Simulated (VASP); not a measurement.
Set up this calculation in VASP 6.6.1, as the native input.

| Property | Result |
| --- | --- |
| Task | single point |
| Functional | PBE |
| Potentials or basis | VASP PAW PBE potentials, release 64 (Sn_d, Te, Se) |
| Cutoff | 520 eV |
| k mesh | 12 × 12 × 4 |
| Occupations | gaussian, width 0.1 eV |
| Spin | no spin polarisation |
| Dipole correction | no |
| Further INCAR settings | ALGO = Normal; EDIFF = 1e-07; NBANDS = 35 |

The structure of Sn2Te3Se lies in POSCAR:

```
Sn2Te3Se
1.0
    5.2408870250      0.0000000032      0.0000000000
   -2.6204435152      4.5387413004      0.0000000000
    0.0000000000      0.0000000000      7.3933672735
Sn Te Se
2 3 1
Direct
    0.3333333333      0.6666666667      0.2304831347
    0.3333333333      0.6666666667      0.7695168653
    0.6666666667      0.3333333333      0.5000000000
    0.0000000000      0.0000000000      0.0000000000
    0.0000000000      0.0000000000      0.5000000000
    0.6666666667      0.3333333333      0.0000000000
```

The cell was generated, and may not be a known phase.

The input as run:

INCAR

```
SYSTEM = Sn2Te3Se
ALGO = Normal
EDIFF = 1E-7
ENCUT = 520
GGA = PE
ISIF = 2
ISMEAR = 0
LASPH = .TRUE.
LCHARG = .FALSE.
LREAL = .FALSE.
LWAVE = .FALSE.
NBANDS = 35
NELM = 80
PREC = Accurate
SIGMA = 0.1
```

KPOINTS

```
k-points
0
G
  12 12 4
  0 0 0
```

Potentials or basis: VASP PAW PBE potentials, release 64 (Sn_d, Te, Se).

Command:

```bash
$ cat potpaw_PBE.64/Sn_d/POTCAR potpaw_PBE.64/Te/POTCAR potpaw_PBE.64/Se/POTCAR > POTCAR
$ mpirun -np 1 vasp_std > vasp.out
```

It gave:

```yaml
Pressure: 0.0 GPa
Band_gap_on_the_k_mesh: zero (bands 26 and 27 overlap by 1.60 eV)
```

Caveat: spin-orbit coupling is left out, which moves the levels of the heavy elements.

Run time: 10 min on 1 thread of Intel Xeon 8259CL, on a shared host, peak memory 0.51 GiB.
